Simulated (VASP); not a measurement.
Si3P2: single point with PBE

The system is Si3P2.

```xyz
5
Lattice="4.1730 0.0000 0.0000 -2.0865 3.6140 0.0000 0.0000 0.0000 5.0386" Properties=species:S:1:pos:R:3 pbc="T T T"
Si    0.0000    0.0000    0.0000
Si    0.0000    2.4093    3.1491
Si    2.0865    1.2047    1.8895
P     0.0000    2.4093    0.6953
P     2.0865    1.2047    4.3432
```

* Program: VASP 6.6.1
* Task: single point
* Functional: PBE
* Potentials or basis: VASP PAW PBE potentials, release 64 (Si, P)
* Cutoff: 520 eV
* k mesh: 6 × 6 × 4
* Occupations: gaussian, width 0.1 eV
* Spin: no spin polarisation

| Item | Value |
| --- | --- |
| Pressure | 4.8 GPa |
| Largest force | 0.753 eV/Å |
| Band gap on the k mesh | zero (bands 11 and 12 overlap by 3.43 eV) |

Forces on the atoms (eV/Å):
```
Si   0.000  0.000  0.000
Si   0.000  0.000 -0.194
Si   0.000  0.000  0.194
P    0.000  0.000  0.753
P    0.000  0.000 -0.753
```

Stress tensor (GPa, compression positive):
```
3.89 0.00 0.00
0.00 3.89 0.00
0.00 0.00 6.55
```

Levels at points of the mesh, in eV from the Fermi level:
```tsv
k point	band 7	band 8	band 9	band 10	band 11	band 12	band 13	band 14	band 15	band 16
(0.00, 0.00, 0.00)	-3.90	-3.90	-2.91	-1.10	-0.87	0.52	0.52	0.53	0.53	2.94
(0.50, 0.00, 0.00)	-6.20	-5.48	-1.53	-0.93	-0.83	0.68	2.58	2.93	3.33	4.29
(0.00, 0.00, 0.50)	-3.83	-3.83	-2.49	-2.40	-2.40	-2.31	-1.89	0.74	0.74	1.73
(0.50, 0.00, 0.50)	-4.13	-3.09	-0.87	-0.54	0.37	0.52	2.29	2.95	3.36	3.89
```

Run time: 32 s on 1 thread of Oxide Virtual Turin-like Processor, on a shared host, peak memory 0.16 GiB.

Caveat: the cell stands under pressure.
